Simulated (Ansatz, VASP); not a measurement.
**Al9H: VASP beside Ansatz**

```
CELL_PARAMETERS angstrom
5.70864 0.00000 0.00000
-1.42716 9.70333 0.00000
0.00000 0.00000 22.79027
ATOMIC_POSITIONS crystal
Al 0.26622 0.06490 0.17551
Al 0.76622 0.06490 0.17551
Al 0.33548 0.34194 0.21922
Al 0.83548 0.34194 0.21922
Al 0.14934 0.59735 0.22796
Al 0.64934 0.59735 0.22796
Al 0.46319 0.85275 0.23670
Al 0.96319 0.85275 0.23670
Al 0.03199 0.12774 0.28083
Al 0.53199 0.12774 0.28083
Al 0.09980 0.40427 0.33011
Al 0.59980 0.40427 0.33011
Al 0.41443 0.65971 0.33698
Al 0.91443 0.65971 0.33698
Al 0.22632 0.91113 0.34493
Al 0.72632 0.91113 0.34493
Al 0.29626 0.18146 0.38570
Al 0.79626 0.18146 0.38570
H 0.60628 0.31074 0.40545
H 0.60628 0.53862 0.40545
```

Alike in both runs: task single point; functional PBE; k mesh 5 × 3 × 1; occupations gaussian, width 0.1 eV; no spin polarisation.

|  | VASP | Ansatz |
| --- | --- | --- |
| version | VASP 6.6.1 | Ansatz 0.2.0 |
| potentials or method | VASP PAW PBE potentials, release 64 (Al, H), cutoff 520 eV | scalar-relativistic, plane waves, PAW |
| valence electrons in the cell | 56 | 56 |

|  | VASP | Ansatz | Ansatz less VASP |
| --- | --- | --- | --- |
| gap on the k mesh at the Fermi level (eV) | none | none | - |
| rms of the force components (eV/Å) | 0.229 | 0.228 | -0.0001 |

Atom by atom the forces differ by 0.001 eV/Å (rms over components). A gap of «none» marks a metal or a gap that the smearing closes.
